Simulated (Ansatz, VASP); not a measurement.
One calculation of Zr, two programs

File INCAR:

```
ALGO = Normal
EDIFF = 1E-6
ENCUT = 520
GGA = PE
GGA_COMPAT = F
ISIF = 2
ISMEAR = -1
LASPH = T
LCHARG = F
LMAXMIX = 4
LORBIT = 11
LORBMOM = T
LREAL = F
LSORBIT = T
LWAVE = F
MAGMOM = 0 0 0 0 0 0
NBANDS = 36
NELM = 150
PREC = Accurate
SIGMA = 0.03
```

Contents of KPOINTS:

```
k-points
0
Gamma
  13 13 7
```

File POSCAR:

```
Zr
1.0
    3.2319982225      0.0000000000      0.0000000000
   -1.6159991112      2.7989925656      0.0000000000
    0.0000000000      0.0000000000      5.1470000000
Zr
2
Direct
    0.3333333333      0.6666666667      0.2500000000
    0.6666666667      0.3333333333      0.7500000000
```

Input for Ansatz:

```yaml
crystal:
  lattice:
    - [3.2319982225, 0.0, 0.0]
    - [-1.6159991112, 2.7989925656, 0.0]
    - [0.0, 0.0, 5.147]
  atoms:
    - { symbol: Zr, position: [0.3333333333, 0.6666666667, 0.25] }
    - { symbol: Zr, position: [0.6666666667, 0.3333333333, 0.75] }
kpoints:
  mp_grid: { grid: [13, 13, 7] }
  band_path:
    path:
      - [0.0, 0.0, 0.0]
      - [0.5, 0.0, 0.0]
      - [0.3333333333, 0.3333333333, 0.0]
      - [0.0, 0.0, 0.0]
      - [0.0, 0.0, 0.5]
      - [0.5, 0.0, 0.5]
      - [0.3333333333, 0.3333333333, 0.5]
      - [0.0, 0.0, 0.5]
      - [0.5, 0.0, 0.5]
    npoints: 5
scf:
  occupations: { method: fermi_dirac, width: 0.03 }
hamiltonian:
  xc: pbe
  pseudopotentials: { kind: all_electron, lapw: { basis_error: 0.00025 } }
output:
  forces: true
  stress: true
  eigenvalues: true
magnetization:
  noncollinear: true
  spin_orbit: true
```

Alike in both runs: task single point; functional PBE; k mesh 13 × 13 × 7; occupations fermi-dirac, width 0.03 eV; non-collinear spin, spin-orbit coupling.

|  | VASP | Ansatz |
| --- | --- | --- |
| version | VASP 6.6.1 | Ansatz 0.2.0 |
| potentials or method | VASP PAW PBE potentials, release 64 (Zr_sv), cutoff 520 eV | all-electron LAPW |

|  | VASP | Ansatz | Ansatz less VASP |
| --- | --- | --- | --- |
| pressure (GPa) | 0.5 | 0.5 | +0.04 |
| traceless stress, the component that is largest in VASP (GPa) | 0.59 | 0.59 | -0.003 |

Ansatz ran all-electron here, and VASP with PAW potentials.
